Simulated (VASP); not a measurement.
Wanted: the native input for a VASP 6.6.1 run.

```yaml
Task: relaxation of cell and atoms
Functional: PBE
Potentials_or_basis: VASP PAW PBE potentials, release 64 (Ca_sv, Si, S)
Cutoff: 600 eV
k_mesh: 4 × 4 × 4
Occupations: gaussian, width 0.1 eV
Spin: no spin polarisation
Dipole_correction: no
Further_INCAR_settings: ALGO = Normal; EDIFF = 1e-07; IBRION = 2; EDIFFG = -0.04; NSW = 90; ISIF = 3
```

The structure of Ca2SiS6 lies in POSCAR:

```
Ca2SiS6
1.0
    0.0000000000      4.3994401800      4.3994401800
    4.3994401800      0.0000000000      4.3994401800
    4.3994401800      4.3994401800      0.0000000000
Ca Si S
2 1 6
Direct
    0.2500000000      0.2500000000      0.2500000000
    0.7500000000      0.7500000000      0.7500000000
    0.0000000000      0.0000000000      0.0000000000
    0.7500000000      0.2500000000      0.2500000000
    0.2500000000      0.7500000000      0.7500000000
    0.2500000000      0.7500000000      0.2500000000
    0.7500000000      0.2500000000      0.7500000000
    0.2500000000      0.2500000000      0.7500000000
    0.7500000000      0.7500000000      0.2500000000
```

The input as run:

INCAR

```
ALGO     = Normal         # electronic algorithm
EDIFF    = 1E-7           # SCF threshold, eV
EDIFFG   = -0.04          # ionic threshold
ENCUT    = 600            # plane-wave cutoff, eV
GGA      = PE             # functional
IBRION   = 2              # ionic algorithm
ISIF     = 3              # what is computed and relaxed
ISMEAR   = 0              # smearing method
LASPH    = T              # aspherical terms in the spheres
LCHARG   = F              # write CHGCAR
LREAL    = F              # projectors in reciprocal space
LWAVE    = F              # write WAVECAR
NELM     = 100            # most SCF steps
NSW      = 90             # ionic steps
PREC     = Accurate       # precision mode
SIGMA    = 0.1            # smearing width, eV
```

KPOINTS

```
k-points
0
Gamma
  4 4 4
```

Potentials or basis: VASP PAW PBE potentials, release 64 (Ca_sv, Si, S).

The run is started by

```bash
$ cat potpaw_PBE.64/Ca_sv/POTCAR potpaw_PBE.64/Si/POTCAR potpaw_PBE.64/S/POTCAR > POTCAR
$ mpirun -np 1 vasp_std > vasp.out
```

Results of the run:

```
Relaxed volume                         : 20.18 Å³/atom
Relaxed cell                           : a = 6.357 Å, b = 6.357 Å, c = 6.357 Å, α = 60.00°, β = 60.00°, γ = 60.00°
Space group after relaxing (to 0.05 Å) : Fm-3m (No. 225)
Energy gained by relaxing              : 16.3 meV/atom
Ionic steps                            : 5
Pressure after relaxing                : 0.0 GPa
Band gap on the k mesh                 : zero (band 30 reaches 5.50 eV, above the bottom of band 31 at 4.39 eV)
```

Wall time 6.3 min on 1 thread of Intel Xeon 6975P-C, with other jobs on the host, peak memory 0.4 GiB.
